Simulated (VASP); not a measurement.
A run of VASP 6.6.1 is set up as follows.

INCAR

```
SYSTEM = AlAs
  PREC = Accurate
  ENCUT = 500
  EDIFF = 1E-6
  ISMEAR = 0
  SIGMA = 0.01
  LREAL = .FALSE.
  LASPH = .TRUE.
  NELM = 120
  ALGO = Normal
  ISIF = 2
  LWAVE = .FALSE.
  LCHARG = .TRUE.
  LELF = .TRUE.
  LVHAR = .TRUE.
  NBANDS = 11
  GGA_COMPAT = .FALSE.
```

The input KPOINTS:

```
Automatic mesh
0
G
  4 4 4
  0 0 0
```

The input POSCAR:

```
AlAs
1.0
    0.0000000000      2.8389246377      2.8389246377
    2.8389246377      0.0000000000      2.8389246377
    2.8389246377      2.8389246377      0.0000000000
Al As
1 1
Direct
    0.0000000000      0.0000000000      0.0000000000
    0.2500000000      0.2500000000      0.2500000000
```

Potentials or basis: VASP PAW LDA potentials, release 64 (Al, As).

Run with:

```console
$ cat potpaw_LDA.64/Al/POTCAR potpaw_LDA.64/As/POTCAR > POTCAR
$ mpirun -np 1 vasp_std > vasp.out
```

**Question.** Predict the pressure.

**Answer.** -1.3 GPa.

**Question.** Predict the band gap on the k mesh.

**Answer.** 1.32 eV, indirect (least direct gap 1.80 eV).

Caveat: the k points lie up to 0.48 Å⁻¹ apart. A k mesh can miss the band edges.
